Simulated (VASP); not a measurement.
# Ta (Cmcm) in VASP: further runs, part 2 of 2

VASP 6.6.1. The steps go on from the part before.

## Step 3: Single point, PBEsol (atoms displaced along a vibrational mode)

File INCAR:

```
PREC = Accurate
ENCUT = 520
EDIFF = 1E-6
ISMEAR = 0
SIGMA = 0.15
LREAL = F
LASPH = T
NELM = 100
ALGO = Fast
ISIF = 2
LWAVE = F
LCHARG = F
GGA = PS
NBANDS = 18
```

File KPOINTS:

```
regular mesh
0
Gamma
  22 22 14
```

File POSCAR:

```
Ta
1.0
   -1.6402597622      1.6402597622      1.6402597622
    1.6402597622     -1.6402597622      1.6402597622
    3.2805195245      3.2805195245      0.0000000000
Ta
2
Direct
    0.0161660396     -0.0161660396      0.0000000000
    0.4838339604      0.5161660396      0.5000000000
```

Potentials or basis: VASP PAW PBE potentials, release 64 (Ta_pv).

Launch:

```
$ cat potpaw_PBE.64/Ta_pv/POTCAR > POTCAR
$ mpirun -np 1 vasp_std > vasp.out
```

OUTCAR:

```text
PREC = Accurate
   ENCUT = 520
   EDIFF = 1E-6
   ISMEAR = 0
   LREAL = F
   LASPH = T
   NELM = 100
   ISIF = 2
   GGA = PS

 ion  position               nearest neighbor table
   1  0.016  0.984  0.000-   2 2.84   2 2.84   2 2.84   2 2.84   2 3.18   2 3.18   2 3.39   2 3.39

   2  0.484  0.516  0.500-   1 2.84   1 2.84   1 2.84   1 2.84   1 3.18   1 3.18   1 3.39   1 3.39

  LATTYP: Found a base centered orthorhombic cell.
 ALAT       =     3.2805195244
 B/A-ratio  =     1.4142135624
 C/A-ratio  =     1.4142135624

  Lattice vectors:

 A1 = (  -1.6402597622,   1.6402597622,   1.6402597622)
 A2 = (   1.6402597622,  -1.6402597622,   1.6402597622)
 A3 = (   3.2805195245,   3.2805195245,   0.0000000000)

Analysis of symmetry for initial positions (statically):
=====================================================================
 Subroutine PRICEL returns:
 Original cell was already a primitive cell.

 Routine SETGRP: Setting up the symmetry group for a
 base centered orthorhombic supercell.

 Subroutine GETGRP returns: Found  8 space group operations
 (whereof  4 operations were pure point group operations)
 out of a pool of  8 trial point group operations.

The static configuration has the point symmetry C_2v.
 The point group associated with its full space group is D_2h.

Analysis of symmetry for dynamics (positions and initial velocities):
=====================================================================
 Subroutine PRICEL returns:
 Original cell was already a primitive cell.

 Routine SETGRP: Setting up the symmetry group for a
 base centered orthorhombic supercell.

 Subroutine GETGRP returns: Found  8 space group operations
 (whereof  4 operations were pure point group operations)
 out of a pool of  8 trial point group operations.

The dynamic configuration has the point symmetry C_2v.
 The point group associated with its full space group is D_2h.

 Subroutine INISYM returns: Found  8 space group operations
 (whereof  4 operations are pure point group operations),
 and found     1 'primitive' translations

----------------------------------------------------------------------------------------

                                     Primitive cell

  volume of cell :      35.3043

  direct lattice vectors                    reciprocal lattice vectors
    -1.640259762  1.640259762  1.640259762    -0.152414883  0.152414883  0.304829766
     1.640259762 -1.640259762  1.640259762     0.152414883 -0.152414883  0.304829766
     3.280519524  3.280519524  0.000000000     0.152414883  0.152414883  0.000000000

  length of vectors
     2.841013246  2.841013246  4.639355203     0.373338693  0.373338693  0.215547195

  position of ions in fractional coordinates (direct lattice)
     0.016166040  0.983833960  0.000000000
     0.483833960  0.516166040  0.500000000

  ion indices of the primitive-cell ions
   primitive index   ion index
                 1           1
                 2           2

----------------------------------------------------------------------------------------

 KPOINTS: regular mesh

Automatic generation of k-mesh.
 Grid dimensions read from file:
 generate k-points for:   22   22   14

 Generating k-lattice:

  Cartesian coordinates                     Fractional coordinates (reciprocal lattice)
    -0.006927949  0.006927949  0.013855898     0.045454545  0.000000000  0.000000000
     0.006927949 -0.006927949  0.013855898     0.000000000  0.045454545  0.000000000
     0.010886777  0.010886777  0.000000000     0.000000000  0.000000000  0.071428571

  Length of vectors
     0.016969941  0.016969941  0.015396228

  Shift w.r.t. Gamma in fractional coordinates (k-lattice)
     0.000000000  0.000000000  0.000000000

 Subroutine IBZKPT returns following result:
 ===========================================

 Found   1064 irreducible k-points:

 Following reciprocal coordinates:
            Coordinates               Weight
  0.000000  0.000000  0.000000      1.000000
  0.045455  0.000000  0.000000      4.000000
  0.090909  0.000000  0.000000      4.000000
  0.136364  0.000000  0.000000      4.000000
  0.181818  0.000000  0.000000      4.000000
  0.227273  0.000000  0.000000      4.000000
[... 16 lines left out ...]
  0.500000  0.045455  0.000000      4.000000
 -0.454545  0.045455  0.000000      4.000000
 [... further k-points ...]
   k-points           NKPTS =   1064   k-points in BZ     NKDIM =   1064   number of bands    NBANDS=     18
   number of dos      NEDOS =    301   number of ions     NIONS =      2
   total plane-waves  NPLWV =  20736
   dimension x,y,z NGX =    24 NGY =   24 NGZ =   36
   dimension x,y,z NGXF=    48 NGYF=   48 NGZF=   72
   ions per type =               2
   NGX,Y,Z   is equivalent  to a cutoff of  14.04, 14.04, 12.90 a.u.
   NGXF,Y,Z  is equivalent  to a cutoff of  28.09, 28.09, 25.80 a.u.
 SYSTEM =  unknown system
   PREC   = accura    normal or accurate (medium, high low for compatibility)
   ISTART =      0    job   : 0-new  1-cont  2-samecut
   ICHARG =      2    charge: 1-file 2-atom 10-const
   ISPIN  =      1    spin polarized calculation?
   LNONCOLLINEAR =      F non collinear calculations
   LSORBIT =      F    spin-orbit coupling
   LASPH  =      T    aspherical Exc in radial PAW
   ENCUT  =  520.0 eV  38.22 Ry    6.18 a.u.   5.28  5.28  8.63*2*pi/ulx,y,z
   NELM   =    100;   NELMIN=  2; NELMDL= -5     # of ELM steps
   EDIFF  = 0.1E-05   stopping-criterion for ELM
   LREAL  =      F    real-space projection
   EDIFFG = 0.1E-04   stopping-criterion for IOM
   NSW    =      0    number of steps for IOM
   IBRION =     -1    ionic relax: 0-MD 1-quasi-New 2-CG
   NFREE  =      0    steps in history (QN), initial steepest desc. (CG)
   ISIF   =      2    stress and relaxation
   ISYM   =      2    0-nonsym 1-usesym 2-fastsym
   POTIM  = 0.5000    time-step for ionic-motion
   TEBEG  =    0.0;   TEEND  =   0.0 temperature during run
   PSTRESS=    0.0 pullay stress
   NELECT =      22.0000    total number of electrons
   NUPDOWN=      -1.0000    fix difference up-down
   EMIN   =  10.00;   EMAX   =-10.00  energy-range for DOS
   EFERMI =   0.00;   METHOD = LEGACY
   ISMEAR =     0;   SIGMA  =   0.15  broadening in eV -4-tet -1-fermi 0-gaus
   EFERMI_NEDOS =   21; number of points for ismear=-14 and -15
   IALGO  =     68    algorithm
   IMIX   =      4    mixing-type and parameters
     AMIX     =   0.40;   BMIX     =  1.00
     AMIX_MAG =   1.60;   BMIX_MAG =  1.00
  volume/ion in A,a.u.               =      17.65       119.12
  Fermi-wavevector in a.u.,A,eV,Ry     =   1.398320  2.642441 26.603439  1.955298
  Thomas-Fermi vector in A             =   2.521489
   LORBIT       =      0    0 simple, 1 ext, 2 COOP (PROOUT), +10 PAW based schemes
   GGA     = PS    functional components
   LHFCALC =     F    Hartree Fock is set to
   AEXX    =    0.0000 exact exchange contribution
   IVDW    =     0    specifies the selected vdW correction
   LEPSILON=     F    determine dielectric tensor
   LRPA    =     F    only Hartree local field effects (RPA)
 non-spin polarized calculation
 RMM-DIIS sequential band-by-band and
 Gauss-broadening in eV      SIGMA  =   0.15
  energy-cutoff  :      520.00
  volume of cell :       35.30
 maximum number of plane-waves:       970
 NGX is ok and might be reduce to    24
   NGX = 11   NGY = 11   NGZ = 17

 number of electron      22.0000002 magnetization

 Free energy of the ion-electron system (eV)
  ---------------------------------------------------
  ext. energy  EPLUGINS =         0.00000000
  ---------------------------------------------------
  free energy    TOTEN  =       -25.08429632 eV

  energy without entropy =      -25.05406830  energy(sigma->0) =      -25.06918231

 E-fermi :   5.5181     XC(G=0): -12.8314

 val. band max:        5.5179125911   @ k =  -0.4091   0.2273   0.4286
 cond. band min:       5.5192161603   @ k =   0.3636   0.0455   0.2857
 fundamental gap:      0.0013035692
 Fermi energy:         5.5181221889

 k-point     1 :       0.0000    0.0000    0.0000
  band No.  band energies     occupation
      1     -28.7181      2.00000
      2     -27.8615      2.00000
      3     -27.4756      2.00000
      4     -27.4645      2.00000
      5     -27.4581      2.00000
      6     -27.4552      2.00000
[... 10 lines left out ...]
     17      10.5629      0.00000
     18      13.3222      0.00000
[... 466 lines left out ...]
      2     -28.4439      2.00000
      3     -28.1470      2.00000
      4     -27.8391      2.00000
      5     -27.6432      2.00000
      6     -27.5645      2.00000
[... 10 lines left out ...]
     17      12.8415      0.00000
     18      15.2561      0.00000

 [... further k-points ...]

------------------------ aborting loop because EDIFF is reached ----------------------------------------

  FORCE on cell =-STRESS in cart. coord.  units (eV):
  Direction    XX          YY          ZZ          XY          YZ          ZX
  --------------------------------------------------------------------------------------
  -------------------------------------------------------------------------------------
  Total        0.1619962      0.1619962      0.1790913     -0.0077868      0.0000000     -0.0000000
  in kB        7.3516978      7.3516978      8.1275060     -0.3533819      0.0000000     -0.0000000
  external PRESSURE =       7.6103005 kB  Pullay stress =       0.0000000 kB

 VOLUME and BASIS-vectors are now :
 -----------------------------------------------------------------------------
  energy-cutoff  :      520.00
  volume of cell :       35.30
      direct lattice vectors                 reciprocal lattice vectors
    -1.640259762  1.640259762  1.640259762    -0.152414883  0.152414883  0.304829766
     1.640259762 -1.640259762  1.640259762     0.152414883 -0.152414883  0.304829766
     3.280519524  3.280519524  0.000000000     0.152414883  0.152414883  0.000000000

 POSITION                                       TOTAL-FORCE (eV/Angst)
 -----------------------------------------------------------------------------------
      1.58723     -1.58723      1.64026         0.297650     -0.297650      0.000000
      1.69329      1.58723      1.64026        -0.297650      0.297650      0.000000
 -----------------------------------------------------------------------------------
    total drift:                                0.000000     -0.000000     -0.000000

  FREE ENERGIE OF THE ION-ELECTRON SYSTEM (eV)
  ---------------------------------------------------
  free  energy   TOTEN  =       -25.0842963214 eV

  energy  without entropy=      -25.0540682973  energy(sigma->0) =      -25.06918231
```

stdout:

```text
POSCAR found type information on POSCAR Ta
 POSCAR found :  1 types and       2 ions
 scaLAPACK will be used
 -----------------------------------------------------------------------------
|                                                                             |
|                                                                             |
|     You enforced a specific xc type in the INCAR file but a different       |
|     I HOPE YOU KNOW WHAT YOU ARE DOING!                                     |
|                                                                             |
 -----------------------------------------------------------------------------

 LDA part: xc-table for (Slater+PW92), standard interpolation
 POSCAR, INCAR and KPOINTS ok, starting setup
 FFT: planning ... GRIDC
 FFT: planning ... GRID_SOFT
 FFT: planning ... GRID
 WAVECAR not read
 entering main loop
```

Run time: 11 min. Hardware: 1 thread of Oxide Virtual Turin-like, shared host; peak memory 0.57 GiB.

Results:

```
Free energy            : -25.0843 eV
Pressure               : 0.8 GPa
Largest force          : 0.421 eV/Å
Band gap on the k mesh : zero (bands 11 and 12 overlap by 3.01 eV)
```

Forces on the atoms (eV/Å):
```
Ta   0.298 -0.298  0.000
Ta  -0.298  0.298  0.000
```

Stress tensor (GPa, compression positive):
```
 0.74 -0.04  0.00
-0.04  0.74  0.00
 0.00  0.00  0.81
```

Caveat: the cell differs from its parent crystal (atoms displaced along a vibrational mode); the PAW data sets were made with another functional, which shifts forces and pressure a little; spin-orbit coupling is left out, which moves the levels of the heavy elements.
